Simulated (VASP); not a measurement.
Crystal: YAl2N3.

```
Y Al N
1.0
    -2.58914    2.58914    3.35401
     2.58914   -2.58914    3.35401
     2.58914    2.58914   -3.35401
Y Al N
1 2 3
Cartesian
  0.0000 0.0000 3.3540
  0.0000 2.5891 0.0000
  2.5891 0.0000 0.0000
  0.0000 2.5891 1.6770
  2.5891 0.0000 1.6770
  0.0000 0.0000 0.0000
```

```yaml
Program: VASP 6.6.1
Task: relaxation of cell and atoms
Functional: PBE
Potentials_or_basis: VASP PAW PBE potentials, release 64 (Y_sv, Al, N)
Cutoff: 600 eV
k_mesh: 6 × 6 × 6
Occupations: gaussian, width 0.1 eV
Spin: no spin polarisation
```

At the start: pressure 9.5 GPa; volume 14.99 Å³/atom.

Q: How do energy, volume and symmetry change on relaxing?

A: Over 6 steps the energy falls by 40.3 meV/atom and the volume is 16.66 Å³/atom (+11.1 %); space group I4/mmm (No. 139, to 0.05 Å).

The path:
| step | energy change (eV) | largest force (eV/Å) | pressure (GPa) | volume (Å³) |
| --- | --- | --- | --- | --- |
| 1 | 0.0000 | 0.0000 | 9.49 | 89.94 |
| 2 | 0.0919 | 0.0000 | -5.88 | 101.91 |
| 3 | -0.1821 | 0.0000 | 1.35 | 95.01 |
| 4 | -0.1822 | 0.0000 | 1.55 | 94.86 |
| 5 | -0.2323 | 0.0000 | 0.54 | 97.75 |
| 6 | -0.2416 | 0.0000 | -0.07 | 99.93 |

Final structure:
```cif
data_structure
_symmetry_space_group_name_H-M 'P 1'
_symmetry_Int_Tables_number 1
_cell_length_a 5.1352
_cell_length_b 5.1352
_cell_length_c 5.1352
_cell_angle_alpha 116.734
_cell_angle_beta 116.734
_cell_angle_gamma 95.757
_cell_volume 99.93
loop_
_atom_site_label
_atom_site_type_symbol
_atom_site_fract_x
_atom_site_fract_y
_atom_site_fract_z
_atom_site_occupancy
Y1 Y 0.50000 0.50000 0.00000 1
Al1 Al 0.50000 0.00000 0.50000 1
Al2 Al 0.00000 0.50000 0.50000 1
N1 N 0.75000 0.25000 0.50000 1
N2 N 0.25000 0.75000 0.50000 1
N3 N 0.00000 0.00000 0.00000 1
```
